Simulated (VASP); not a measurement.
# Pt (P6_3/mmc) in VASP: further runs

The runs below take Pt through single point, with LDA.

Everything below comes from runs of VASP 6.6.1. Logs are shortened: lines on timing, memory, paths and dates and some standing lists are left out, and cuts for length are marked.

## (1) The cell of the first run

It takes space group P6_3/mmc (No. 194, hexagonal). Conventional cell: a = 2.667 Å, b = 2.667 Å, c = 4.605 Å, α = 90.00°, β = 90.00°, γ = 120.00°. Pt (site symmetry -6m2) has 12 Pt at 2.67 to 2.77 Å within 3.5 Å.

This isn't the form of Pt at room conditions, which is fcc.

## (2) Single point, LDA, collinear spin (14.19 Å³/atom)

INCAR

```
PREC = Accurate
ENCUT = 520
EDIFF = 1E-7
ISMEAR = 0
SIGMA = 0.15
LREAL = False
LASPH = True
NELM = 150
ALGO = Normal
ISIF = 2
LWAVE = False
LCHARG = True
ISPIN = 2
MAGMOM = 0.1 0.1
LORBIT = 11
NUPDOWN = 0.2
LMAXMIX = 4
GGA = CA
LELF = True
LVHAR = True
NBANDS = 21
```

KPOINTS

```
Automatic mesh
0
Gamma
  21 21 10
```

POSCAR

```
Pt
1.0
    2.6670688980      0.0000000000      0.0000000000
   -1.3335344490      2.3097494193      0.0000000000
    0.0000000000      0.0000000000      4.6053244732
Pt
2
Direct
    0.6666666667      0.3333333333      0.7500000000
    0.3333333333      0.6666666667      0.2500000000
```

Potentials or basis: VASP PAW LDA potentials, release 64 (Pt).

The run is started by

```console
$ cat potpaw_LDA.64/Pt/POTCAR > POTCAR
$ mpirun -np 1 vasp_std > vasp.out
```

OUTCAR:

```text
PREC = Accurate
   ENCUT = 520
   EDIFF = 1E-7
   ISMEAR = 0
   LREAL = False
   LASPH = True
   NELM = 150
   ISIF = 2
   ISPIN = 2
   LORBIT = 11
   NUPDOWN = 0.2
   GGA = CA

 ion  position               nearest neighbor table
   1  0.667  0.333  0.750-   2 2.77   2 2.77   2 2.77   2 2.77   2 2.77   2 2.77
   2  0.333  0.667  0.250-   1 2.77   1 2.77   1 2.77   1 2.77   1 2.77   1 2.77

  LATTYP: Found a hexagonal cell.
 ALAT       =     2.6670688980
 C/A-ratio  =     1.7267362222

  Lattice vectors:

 A1 = (   2.6670688980,   0.0000000000,   0.0000000000)
 A2 = (  -1.3335344490,   2.3097494193,   0.0000000000)
 A3 = (   0.0000000000,   0.0000000000,   4.6053244732)

Analysis of symmetry for initial positions (statically):
=====================================================================
 Subroutine PRICEL returns:
 Original cell was already a primitive cell.

 Routine SETGRP: Setting up the symmetry group for a
 hexagonal supercell.

 Subroutine GETGRP returns: Found 24 space group operations
 (whereof 12 operations were pure point group operations)
 out of a pool of 24 trial point group operations.

The static configuration has the point symmetry D_3d.
 The point group associated with its full space group is D_6h.

Analysis of symmetry for dynamics (positions and initial velocities):
=====================================================================
 Subroutine PRICEL returns:
 Original cell was already a primitive cell.

 Routine SETGRP: Setting up the symmetry group for a
 hexagonal supercell.

 Subroutine GETGRP returns: Found 24 space group operations
 (whereof 12 operations were pure point group operations)
 out of a pool of 24 trial point group operations.

The dynamic configuration has the point symmetry D_3d.
 The point group associated with its full space group is D_6h.

Analysis of structural, dynamic, and magnetic symmetry:
=====================================================================
 Subroutine PRICEL returns:
 Original cell was already a primitive cell.

 Routine SETGRP: Setting up the symmetry group for a
 hexagonal supercell.

 Subroutine GETGRP returns: Found 24 space group operations
 (whereof 12 operations were pure point group operations)
 out of a pool of 24 trial point group operations.

The overall configuration has the point symmetry D_3d.
 The point group associated with its full space group is D_6h.

 Subroutine INISYM returns: Found 24 space group operations
 (whereof 12 operations are pure point group operations),
 and found     1 'primitive' translations

----------------------------------------------------------------------------------------

                                     Primitive cell

  volume of cell :      28.3700

  direct lattice vectors                    reciprocal lattice vectors
     2.667068898  0.000000000  0.000000000     0.374943445  0.216473699  0.000000000
    -1.333534449  2.309749419  0.000000000     0.000000000  0.432947398  0.000000000
     0.000000000  0.000000000  4.605324473     0.000000000  0.000000000  0.217139966

  length of vectors
     2.667068898  2.667068898  4.605324473     0.432947398  0.432947398  0.217139966

  position of ions in fractional coordinates (direct lattice)
     0.666666667  0.333333333  0.750000000
     0.333333333  0.666666667  0.250000000

  ion indices of the primitive-cell ions
   primitive index   ion index
                 1           1
                 2           2

----------------------------------------------------------------------------------------

 KPOINTS: Automatic mesh

Automatic generation of k-mesh.
 Grid dimensions read from file:
 generate k-points for:   21   21   10

 Generating k-lattice:

  Cartesian coordinates                     Fractional coordinates (reciprocal lattice)
     0.017854450  0.010308271  0.000000000     0.047619048  0.000000000  0.000000000
     0.000000000  0.020616543  0.000000000     0.000000000  0.047619048  0.000000000
     0.000000000  0.000000000  0.021713997     0.000000000  0.000000000  0.100000000

  Length of vectors
     0.020616543  0.020616543  0.021713997

  Shift w.r.t. Gamma in fractional coordinates (k-lattice)
     0.000000000  0.000000000  0.000000000

 Subroutine IBZKPT returns following result:
 ===========================================

 Found    288 irreducible k-points:

 Following reciprocal coordinates:
            Coordinates               Weight
  0.000000  0.000000  0.000000      1.000000
  0.047619  0.000000  0.000000      6.000000
  0.095238  0.000000  0.000000      6.000000
  0.142857  0.000000  0.000000      6.000000
  0.190476  0.000000  0.000000      6.000000
  0.238095  0.000000  0.000000      6.000000
[... 16 lines left out ...]
  0.142857  0.095238  0.000000     12.000000
  0.190476  0.095238  0.000000     12.000000
 [... further k-points ...]
   k-points           NKPTS =    288   k-points in BZ     NKDIM =    288   number of bands    NBANDS=     21
   number of dos      NEDOS =    301   number of ions     NIONS =      2
   total plane-waves  NPLWV =  14400
   dimension x,y,z NGX =    20 NGY =   20 NGZ =   36
   dimension x,y,z NGXF=    40 NGYF=   40 NGZF=   72
   ions per type =               2
   NGX,Y,Z   is equivalent  to a cutoff of  12.47, 12.47, 13.00 a.u.
   NGXF,Y,Z  is equivalent  to a cutoff of  24.93, 24.93, 25.99 a.u.
 SYSTEM =  unknown system
   PREC   = accura    normal or accurate (medium, high low for compatibility)
   ISTART =      0    job   : 0-new  1-cont  2-samecut
   ICHARG =      2    charge: 1-file 2-atom 10-const
   ISPIN  =      2    spin polarized calculation?
   LNONCOLLINEAR =      F non collinear calculations
   LSORBIT =      F    spin-orbit coupling
   LASPH  =      T    aspherical Exc in radial PAW
   ENCUT  =  520.0 eV  38.22 Ry    6.18 a.u.   4.96  4.96  8.56*2*pi/ulx,y,z
   NELM   =    150;   NELMIN=  2; NELMDL= -5     # of ELM steps
   EDIFF  = 0.1E-06   stopping-criterion for ELM
   LREAL  =      F    real-space projection
   EDIFFG = 0.1E-05   stopping-criterion for IOM
   NSW    =      0    number of steps for IOM
   IBRION =     -1    ionic relax: 0-MD 1-quasi-New 2-CG
   NFREE  =      0    steps in history (QN), initial steepest desc. (CG)
   ISIF   =      2    stress and relaxation
   ISYM   =      2    0-nonsym 1-usesym 2-fastsym
   POTIM  = 0.5000    time-step for ionic-motion
   TEBEG  =    0.0;   TEEND  =   0.0 temperature during run
   PSTRESS=    0.0 pullay stress
   NELECT =      20.0000    total number of electrons
   NUPDOWN=       0.2000    fix difference up-down
   EMIN   =  10.00;   EMAX   =-10.00  energy-range for DOS
   EFERMI =   0.00;   METHOD = LEGACY
   ISMEAR =     0;   SIGMA  =   0.15  broadening in eV -4-tet -1-fermi 0-gaus
   EFERMI_NEDOS =   21; number of points for ismear=-14 and -15
   IALGO  =     38    algorithm
   IMIX   =      4    mixing-type and parameters
     AMIX     =   0.40;   BMIX     =  1.00
     AMIX_MAG =   1.60;   BMIX_MAG =  1.00
  volume/ion in A,a.u.               =      14.19        95.73
  Fermi-wavevector in a.u.,A,eV,Ry     =   1.457018  2.753366 28.883846  2.122903
  Thomas-Fermi vector in A             =   2.573869
   LORBIT       =     11    0 simple, 1 ext, 2 COOP (PROOUT), +10 PAW based schemes
   GGA     = CA    functional components
   LHFCALC =     F    Hartree Fock is set to
   AEXX    =    0.0000 exact exchange contribution
   IVDW    =     0    specifies the selected vdW correction
   LEPSILON=     F    determine dielectric tensor
   LRPA    =     F    only Hartree local field effects (RPA)
 spin polarized calculation
 Gauss-broadening in eV      SIGMA  =   0.15
  energy-cutoff  :      520.00
  volume of cell :       28.37
 maximum number of plane-waves:       783
 NGX is ok and might be reduce to    20
   NGX =  9   NGY =  9   NGZ = 17

 number of electron      19.9999999 magnetization       0.2000000

 Free energy of the ion-electron system (eV)
  ---------------------------------------------------
  ext. energy  EPLUGINS =         0.00000000
  ---------------------------------------------------
  free energy    TOTEN  =       -14.82441727 eV

  energy without entropy =      -14.78673852  energy(sigma->0) =      -14.80557790

 E-fermi :  12.3207     XC(G=0): -14.0407

 val. band max:       12.3742990625   @ k =   0.4762   0.0000   0.0000
 cond. band min:      12.3215204334   @ k =   0.1905   0.0476   0.0000
 fundamental gap:     -0.0527786291
 Fermi energy:        12.3779164070

 spin component 1

 k-point     1 :       0.0000    0.0000    0.0000
  band No.  band energies     occupation
      1       1.4093      1.00000
      2       4.1358      1.00000
      3       7.6426      1.00000
      4       8.2344      1.00000
      5       8.2344      1.00000
      6       8.6859      1.00000
[... 13 lines left out ...]
     20      35.0860      0.00000
     21      36.6474      0.00000

 k-point     2 :       0.0476    0.0000    0.0000
  band No.  band energies     occupation
      1       1.5010      1.00000
      2       4.2215      1.00000
      3       7.6344      1.00000
      4       8.2267      1.00000
      5       8.3081      1.00000
      6       8.6353      1.00000
[... 13 lines left out ...]
     20      35.1960      0.00000
     21      37.8227      0.00000

 k-point     3 :       0.0952    0.0000    0.0000
  band No.  band energies     occupation
      1       1.7706      1.00000
      2       4.4674      1.00000
      3       7.5672      1.00000
      4       8.2464      1.00000
      5       8.5157      1.00000
      6       8.5266      1.00000
[... 13 lines left out ...]
     20      35.5223      0.00000
     21      38.1865      0.00000
[... 457 lines left out ...]
 k-point    23 :       0.1429    0.0952    0.0000
  band No.  band energies     occupation
      1       3.0007      1.00000
      2       5.4521      1.00000
      3       7.0728      1.00000
      4       7.7958      1.00000
      5       8.0005      1.00000
      6       8.7326      1.00000
[... 13 lines left out ...]
     20      35.0450      0.00000
     21      37.3272      0.00000

 k-point    24 :       0.1905    0.0952    0.0000
  band No.  band energies     occupation
      1       3.6270      1.00000
      2       5.7227      1.00000
      3       7.0286      1.00000
      4       7.2157      1.00000
      5       7.8588      1.00000
      6       8.7154      1.00000
[... 13 lines left out ...]
     20      34.4325      0.00000
     21      35.4807      0.00000

 [... further k-points ...]

 spin component 2

 k-point     1 :       0.0000    0.0000    0.0000
  band No.  band energies     occupation
      1       1.4317      1.00000
      2       4.1751      1.00000
      3       7.7007      1.00000
      4       8.2875      1.00000
      5       8.2875      1.00000
      6       8.7403      1.00000
[... 13 lines left out ...]
     20      35.1106      0.00000
     21      36.6651      0.00000

 k-point     2 :       0.0476    0.0000    0.0000
  band No.  band energies     occupation
      1       1.5234      1.00000
      2       4.2610      1.00000
      3       7.6918      1.00000
      4       8.2802      1.00000
      5       8.3613      1.00000
      6       8.6895      1.00000
[... 13 lines left out ...]
     20      35.2206      0.00000
     21      37.8432      0.00000

 k-point     3 :       0.0952    0.0000    0.0000
  band No.  band energies     occupation
      1       1.7931      1.00000
      2       4.5072      1.00000
      3       7.6226      1.00000
      4       8.3013      1.00000
      5       8.5694      1.00000
      6       8.5800      1.00000
[... 13 lines left out ...]
     20      35.5470      0.00000
     21      38.2164      0.00000
[... 457 lines left out ...]
 k-point    23 :       0.1429    0.0952    0.0000
  band No.  band energies     occupation
      1       3.0238      1.00000
      2       5.4945      1.00000
      3       7.1228      1.00000
      4       7.8372      1.00000
      5       8.0517      1.00000
      6       8.7904      1.00000
[... 13 lines left out ...]
     20      35.0737      0.00000
     21      37.3433      0.00000

 k-point    24 :       0.1905    0.0952    0.0000
  band No.  band energies     occupation
      1       3.6512      1.00000
      2       5.7670      1.00000
      3       7.0764      1.00000
      4       7.2578      1.00000
      5       7.9093      1.00000
      6       8.7678      1.00000
[... 13 lines left out ...]
     20      34.4597      0.00000
     21      35.5115      0.00000

 [... further k-points ...]

------------------------ aborting loop because EDIFF is reached ----------------------------------------

  FORCE on cell =-STRESS in cart. coord.  units (eV):
  Direction    XX          YY          ZZ          XY          YZ          ZX
  --------------------------------------------------------------------------------------
  -------------------------------------------------------------------------------------
  Total        3.1875695      3.1875695      2.5926789     -0.0000000     -0.0000000      0.0000000
  in kB      180.0159199    180.0159199    146.4198594     -0.0000000     -0.0000000      0.0000000
  external PRESSURE =     168.8172331 kB  Pullay stress =       0.0000000 kB

 VOLUME and BASIS-vectors are now :
 -----------------------------------------------------------------------------
  energy-cutoff  :      520.00
  volume of cell :       28.37
      direct lattice vectors                 reciprocal lattice vectors
     2.667068898  0.000000000  0.000000000     0.374943445  0.216473699  0.000000000
    -1.333534449  2.309749419  0.000000000     0.000000000  0.432947398  0.000000000
     0.000000000  0.000000000  4.605324473     0.000000000  0.000000000  0.217139966

 POSITION                                       TOTAL-FORCE (eV/Angst)
 -----------------------------------------------------------------------------------
      1.33353      0.76992      3.45399        -0.000000      0.000000      0.000000
     -0.00000      1.53983      1.15133         0.000000     -0.000000      0.000000
 -----------------------------------------------------------------------------------
    total drift:                               -0.000000      0.000000     -0.000000

  FREE ENERGIE OF THE ION-ELECTRON SYSTEM (eV)
  ---------------------------------------------------
  free  energy   TOTEN  =       -14.8244172729 eV

  energy  without entropy=      -14.7867385178  energy(sigma->0) =      -14.80557790

 total charge

# of ion       s       p       d       tot
------------------------------------------
    1        0.677   0.695   8.118   9.490
    2        0.677   0.695   8.118   9.490
--------------------------------------------------
tot          1.355   1.391  16.235  18.981

 magnetization (x)

# of ion       s       p       d       tot
------------------------------------------
    1        0.001   0.000   0.097   0.098
    2        0.001   0.000   0.097   0.098
--------------------------------------------------
tot          0.002   0.001   0.193   0.196
```

Run time: 1.8 min. Hardware: 1 thread of AMD EPYC 9R45 (Zen 5), shared host; peak memory 0.29 GiB.

Results:

| Item | Value |
| --- | --- |
| Free energy | -14.8244 eV |
| Pressure | 16.9 GPa |
| Net moment | 0.20 μB per cell |
| Site moments | Pt +0.10 μB |
| Valence electrons inside the program's atomic spheres | Pt 9.49 |

Caveat: the cell stands under pressure; spin-orbit coupling is left out, which moves the levels of the heavy elements; the total moment is fixed, so each spin has its own Fermi level and the state may be an excited one.

## (3) Single point, LDA, collinear spin (16.19 Å³/atom)

This run uses another cell than the first one, of 16.19 Å³/atom.

INCAR

```
  PREC = Accurate
  ENCUT = 520
  EDIFF = 1E-7
  ISMEAR = 0
  SIGMA = 0.15
  LREAL = False
  LASPH = True
  NELM = 150
  ALGO = Fast
  ISIF = 2
  LWAVE = False
  LCHARG = True
  ISPIN = 2
  MAGMOM = 0.4 0.4
  LORBIT = 11
  NUPDOWN = 0.8
  LMAXMIX = 4
  GGA = CA
  LELF = True
  LVHAR = True
  NBANDS = 21
```

KPOINTS

```
regular mesh
0
Gamma
  21 21 10
```

POSCAR

```
Pt
1.0
    2.7872338290      0.0000000000      0.0000000000
   -1.3936169145      2.4138153022      0.0000000000
    0.0000000000      0.0000000000      4.8128176121
Pt
2
Direct
    0.6666666667      0.3333333333      0.7500000000
    0.3333333333      0.6666666667      0.2500000000
```

Potentials or basis: VASP PAW LDA potentials, release 64 (Pt).

The run is started by

```console
$ cat potpaw_LDA.64/Pt/POTCAR > POTCAR
$ mpirun -np 1 vasp_std > vasp.out
```

It took 4 min on 1 thread of Intel Xeon Platinum 8259CL at 2.50GHz (Skylake/Cascade Lake), shared host; peak memory 0.35 GiB.

The run converged. Its results:

| Item | Value |
| --- | --- |
| Free energy | -14.6941 eV |
| Pressure | -19.4 GPa |
| Net moment | 0.80 μB per cell |
| Site moments | Pt +0.39 μB |
| Valence electrons inside the program's atomic spheres | Pt 9.14 |

Stress tensor (GPa, compression positive):
```
-19.17   0.00   0.00
  0.00 -19.17   0.00
  0.00   0.00 -19.78
```

Caveat: the cell stands under tension; spin-orbit coupling is left out, which moves the levels of the heavy elements; the total moment is fixed, so each spin has its own Fermi level and the state may be an excited one.

(Part 1 of 2 ends here.)
